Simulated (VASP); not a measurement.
TePb: vibrations by perturbation theory with PBEsol

The system is TePb.

```
CELL_PARAMETERS angstrom
0.00000 3.18879 3.18879
3.18879 0.00000 3.18879
3.18879 3.18879 0.00000
ATOMIC_POSITIONS crystal
Te 0.50000 0.50000 0.50000
Pb 0.00000 0.00000 0.00000
```

This cell differs from its parent crystal: volume scaled by 0.970.

```json
{"Program": "VASP 6.6.1", "Task": "vibrations by perturbation theory", "Functional": "PBEsol", "Potentials or basis": "VASP PAW PBE potentials, release 64 (Te, Pb_d)", "Cutoff": "520 eV", "k mesh": "6 × 6 × 6", "Occupations": "gaussian, width 0.01 eV", "Spin": "no spin polarisation", "Dipole correction": "no", "Further INCAR settings": "ALGO = Normal; EDIFF = 1e-08; NBANDS = 17; IBRION = 8; NSW = 1"}
```

```
Highest phonon frequency at Γ, LO-TO splitting left out : 46 cm⁻¹
```

Phonon frequencies in cm⁻¹ (negative: imaginary):
```csv
q point,frequencies
"(0.000, 0.000, 0.000)",0 0 0 46 46 46
```

Wall time 58 s on 1 thread of Intel(R) Xeon(R) 6975P-C (Granite Rapids) (shared host), peak memory 0.28 GiB.

Caveat: the cell wasn't relaxed at this level first, which shifts response properties.
